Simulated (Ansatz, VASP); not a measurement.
# BaS: VASP beside Ansatz

File POSCAR:

```
BaS
1.0
    0.0000000000      3.2920907708      3.1848279500
    3.2920907708      0.0000000000      3.1848279500
    3.2920907708      3.2920907708      0.0000000000
Ba S
1 1
Direct
    0.0000000000      0.0000000000      0.0000000000
    0.5000000000      0.5000000000      0.5000000000
```

File INCAR.step1:

```
SYSTEM = BaS
ALGO = Normal
EDIFF = 1E-4
ENCUT = 520
GGA = PE
ISMEAR = 0
LASPH = .True.
LCHARG = .False.
LREAL = .False.
LWAVE = .True.
NBANDS = 15
NELM = 100
PREC = Accurate
SIGMA = 0.01
```

INCAR.step2

```
SYSTEM = BaS
ALGO = Normal
EDIFF = 1E-7
ENCUT = 520
ISIF = 2
ISMEAR = 0
ISTART = 1
LASPH = .True.
LCHARG = .True.
LELF = .True.
LMIXTAU = .True.
LREAL = .False.
LVHAR = .True.
LWAVE = .False.
METAGGA = R2SCAN
NBANDS = 15
NELM = 100
PREC = Accurate
SIGMA = 0.01
```

File KPOINTS:

```
k-points
0
Gamma
  8 8 8
  0 0 0
```

Input for Ansatz:

```yaml
crystal:
  lattice:
    - [0.0, 3.2920907708, 3.18482795]
    - [3.2920907708, 0.0, 3.18482795]
    - [3.2920907708, 3.2920907708, 0.0]
  atoms:
    - { symbol: Ba, position: [0.0, 0.0, 0.0] }
    - { symbol: S, position: [0.5, 0.5, 0.5] }
kpoints:
  mp_grid: { grid: [8, 8, 8] }
  band_path:
    path:
      - [0.0, 0.0, 0.0]
      - [0.5, 0.0, 0.5]
      - [0.625, 0.25, 0.625]
      - [0.375, 0.375, 0.75]
      - [0.5, 0.5, 0.5]
      - [0.5, 0.25, 0.75]
      - [0.5, 0.5, 0.0]
    npoints: 1
hamiltonian:
  xc: r2scan
scf:
  occupations: { method: fixed }
  n_extra_bands: 4
output:
  forces: true
  stress: true
  eigenvalues: true
```

Change from the starting cell: epitaxial_xy strain +2.5%.

Alike in both runs: task single point; functional r2SCAN; k mesh 8 × 8 × 8; no spin polarisation.

|  | VASP | Ansatz |
| --- | --- | --- |
| version | VASP 6.6.1 | Ansatz 0.2.0 |
| potentials or method | VASP PAW PBE potentials, release 64 (Ba_sv, S) | plane waves, PAW |
| plane-wave cutoff (eV) | 520 | 500 |
| occupations | gaussian, width 0.01 eV | fixed |
| valence electrons in the cell | 16 | 16 |

|  | VASP | Ansatz | Ansatz less VASP |
| --- | --- | --- | --- |
| gap on the k mesh at the Fermi level (eV) | 2.46 | 2.55 | +0.084 |
| pressure (GPa) | -1.0 | -1.5 | -0.48 |
| traceless stress, the component that is largest in VASP (GPa) | 1.68 | 1.53 | -0.150 |

VASP's potentials were made for PBE, not for r2SCAN.

Spin-orbit coupling is off throughout.
